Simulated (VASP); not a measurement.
# SiC (P6_3mc) in VASP: dielectric tensor with PBE

Aim: the dielectric tensor of SiC with PBE.

Program: VASP 6.6.1. These are calculated values, not measurements. Logs are shortened: lines on timing, memory, paths and dates and some standing lists are left out, and cuts for length are marked.

## (1) The cell of the first run

Symmetry: P6_3mc, No. 186, hexagonal system. Conventional cell: a = 3.076 Å, b = 3.076 Å, c = 5.048 Å, α = 90.00°, β = 90.00°, γ = 120.00°. Within 2.5 Å of Si (site symmetry 3m) lie 4 C at 1.87 to 1.94 Å. C (site symmetry 3m) has 4 Si at 1.87 to 1.94 Å within 2.5 Å.

## (2) Dielectric tensor, PBE

The input, INCAR:

```
PREC     = Accurate       # precision mode
ENCUT    = 520            # plane-wave cutoff, eV
EDIFF    = 1E-8           # SCF threshold, eV
ISMEAR   = 0              # smearing method
SIGMA    = 0.01           # smearing width, eV
LREAL    = False          # projectors in reciprocal space
LASPH    = True           # aspherical terms in the spheres
NELM     = 60             # most SCF steps
ALGO     = Normal         # electronic algorithm
ISIF     = 2              # what is computed and relaxed
LWAVE    = False          # write WAVECAR
LCHARG   = False          # write CHGCAR
GGA      = PE             # functional
LEPSILON = True           # dielectric tensor by DFPT
```

The input, KPOINTS:

```
Automatic mesh
0
Gamma
  12 12 4
```

The input, POSCAR:

```
SiC
1.0
    3.0760000000      0.0000000000      0.0000000000
   -1.5380000000      2.6638941400      0.0000000000
    0.0000000000      0.0000000000      5.0480000000
Si C
2 2
Direct
    0.3333333333      0.6666666667      0.0000000000
    0.6666666667      0.3333333333      0.5000000000
    0.3333333333      0.6666666667      0.3850000000
    0.6666666667      0.3333333333      0.8850000000
```

Potentials or basis: VASP PAW PBE potentials, release 64 (Si, C).

On the command line:

```sh
cat potpaw_PBE.64/Si/POTCAR potpaw_PBE.64/C/POTCAR > POTCAR
mpirun -np 1 vasp_std > vasp.out
```

OUTCAR:

```text
PREC = Accurate
   ENCUT = 520
   EDIFF = 1E-8
   ISMEAR = 0
   LREAL = False
   LASPH = True
   NELM = 60
   ISIF = 2
   GGA = PE
   LEPSILON = True

 ion  position               nearest neighbor table
   1  0.333  0.667  0.000-   4 1.87   4 1.87   4 1.87   3 1.94   2 3.09   2 3.09   2 3.09   2 3.09
                             2 3.09   2 3.09
   2  0.667  0.333  0.500-   3 1.87   3 1.87   3 1.87   4 1.94   1 3.09   1 3.09   1 3.09   1 3.09
                             1 3.09   1 3.09
   3  0.333  0.667  0.385-   2 1.87   2 1.87   2 1.87   1 1.94
   4  0.667  0.333  0.885-   1 1.87   1 1.87   1 1.87   2 1.94

  LATTYP: Found a hexagonal cell.
 ALAT       =     3.0760000000
 C/A-ratio  =     1.6410923277

  Lattice vectors:

 A1 = (   3.0760000000,   0.0000000000,   0.0000000000)
 A2 = (  -1.5380000000,   2.6638941400,   0.0000000000)
 A3 = (   0.0000000000,   0.0000000000,   5.0480000000)

Analysis of symmetry for initial positions (statically):
=====================================================================
 Subroutine PRICEL returns:
 Original cell was already a primitive cell.

 Routine SETGRP: Setting up the symmetry group for a
 hexagonal supercell.

 Subroutine GETGRP returns: Found 12 space group operations
 (whereof  6 operations were pure point group operations)
 out of a pool of 24 trial point group operations.

The static configuration has the point symmetry C_3v.
 The point group associated with its full space group is C_6v.

Analysis of symmetry for dynamics (positions and initial velocities):
=====================================================================
 Subroutine PRICEL returns:
 Original cell was already a primitive cell.

 Routine SETGRP: Setting up the symmetry group for a
 hexagonal supercell.

 Subroutine GETGRP returns: Found 12 space group operations
 (whereof  6 operations were pure point group operations)
 out of a pool of 24 trial point group operations.

The dynamic configuration has the point symmetry C_3v.
 The point group associated with its full space group is C_6v.

 Subroutine INISYM returns: Found 12 space group operations
 (whereof  6 operations are pure point group operations),
 and found     1 'primitive' translations
[... 530 lines left out ...]
     -0.00000      1.77593      0.00000        -0.000000      0.000000      0.751508
      1.53800      0.88796      2.52400         0.000000     -0.000000      0.751508
     -0.00000      1.77593      1.94348        -0.000000     -0.000000     -0.751508
      1.53800      0.88796      4.46748         0.000000      0.000000     -0.751508
 -----------------------------------------------------------------------------------
    total drift:                                0.000000      0.000000     -0.000182

  FREE ENERGIE OF THE ION-ELECTRON SYSTEM (eV)
  ---------------------------------------------------
  free  energy   TOTEN  =       -30.0679316118 eV

  energy  without entropy=      -30.0679316118  energy(sigma->0) =      -30.06793161

 HEAD OF MICROSCOPIC STATIC DIELECTRIC TENSOR (INDEPENDENT PARTICLE, excluding Hartree and local field effects)
 ------------------------------------------------------
           7.115466     0.000000    -0.000000
           0.000000     7.115466     0.000000
           0.000000     0.000000     7.578476
 ------------------------------------------------------

 Free energy of the ion-electron system (eV)
  ---------------------------------------------------
  ---------------------------------------------------
  free energy    TOTEN  =        -0.72348135 eV

  energy without entropy =       -0.72348135

------------------------ aborting loop because EDIFF is reached ----------------------------------------

--------------------------------------- Ionic step        2  -------------------------------------------

------------------------ aborting loop because EDIFF is reached ----------------------------------------

--------------------------------------- Ionic step        3  -------------------------------------------

 Free energy of the ion-electron system (eV)
  ---------------------------------------------------
  ---------------------------------------------------
  free energy    TOTEN  =        -0.78231245 eV

  energy without entropy =       -0.78231245

------------------------ aborting loop because EDIFF is reached ----------------------------------------

 PIEZOELECTRIC TENSOR FIELD DIRECTION 3  (e Angst)
 -----------------------------------------------------------------------------
     1.27521  0.00000  0.00000           (  0.05786  0.00000  0.00000)
     0.00000  1.27521  0.00000           (  0.00000  0.05786  0.00000)
    -0.00000  0.00000 -2.00238           (  0.00000  0.00000 -0.12131)

 PIEZOELECTRIC TENSOR FIELD DIRECTION 3  (C/m^2)
 -----------------------------------------------------------------------------
     0.49393  0.00000  0.00000
     0.00000  0.49393  0.00000
    -0.00000  0.00000 -0.77559

 MACROSCOPIC STATIC DIELECTRIC TENSOR (including local field effects in DFT)
 ------------------------------------------------------
           6.873273    -0.000000     0.000000
           0.000000     6.873272    -0.000000
           0.000000     0.000000     7.357690
 ------------------------------------------------------

 PIEZOELECTRIC TENSOR (including local field effects)  for field in x, y, z        (e  Angst)
          XX          YY          ZZ          XY          YZ          ZX
  --------------------------------------------------------------------------------
  x     0.00000     0.00000     0.00000     0.00000     0.00000     1.44703
  y     0.00000    -0.00000     0.00000     0.00000     1.44703     0.00000
  z     1.27521     1.27521    -2.00238     0.00000     0.00000     0.00000

 PIEZOELECTRIC TENSOR (including local field effects)  for field in x, y, z        (C/m^2)
          XX          YY          ZZ          XY          YZ          ZX
  --------------------------------------------------------------------------------
  x     0.00000     0.00000     0.00000     0.00000     0.00000     0.56049
  y     0.00000    -0.00000     0.00000     0.00000     0.56049     0.00000
  z     0.49393     0.49393    -0.77559     0.00000     0.00000     0.00000

 BORN EFFECTIVE CHARGES (including local field effects) (in |e|, cummulative output)
 ---------------------------------------------------------------------------------
 ion    1
    1     2.66201     0.00000     0.00000
    2     0.00000     2.66201     0.00000
    3     0.00000     0.00000     2.90508
 ion    2
    1     2.66201    -0.00000     0.00000
    2     0.00000     2.66201     0.00000
    3     0.00000    -0.00000     2.90508
 ion    3
    1    -2.66201     0.00000     0.00000
    2     0.00000    -2.66201     0.00000
    3     0.00000    -0.00000    -2.90508
 ion    4
    1    -2.66201     0.00000     0.00000
    2    -0.00000    -2.66201     0.00000
    3     0.00000     0.00000    -2.90508
```

It took 3.8 min on 1 thread of Intel Xeon Platinum 8259CL at 2.50GHz (Skylake/Cascade Lake), shared host; peak memory 0.32 GiB.

What came out:

```
Band gap on the k mesh                  : 2.32 eV (least direct gap 4.08 eV)
Electronic dielectric tensor (diagonal) : 6.87, 6.87, 7.36
Born charges (mean of the diagonal)     : Si +2.74; C -2.74 e
```

Electronic dielectric tensor:
```
6.87 0.00 0.00
0.00 6.87 0.00
0.00 0.00 7.36
```

Born effective charge tensors (e):
atom 1, Si
```
2.66 0.00 0.00
0.00 2.66 0.00
0.00 0.00 2.91
```
atom 2, Si
```
2.66 0.00 0.00
0.00 2.66 0.00
0.00 0.00 2.91
```
atom 3, C
```
-2.66  0.00  0.00
 0.00 -2.66  0.00
 0.00  0.00 -2.91
```
atom 4, C
```
-2.66  0.00  0.00
 0.00 -2.66  0.00
 0.00  0.00 -2.91
```

A k mesh can miss the band edges.
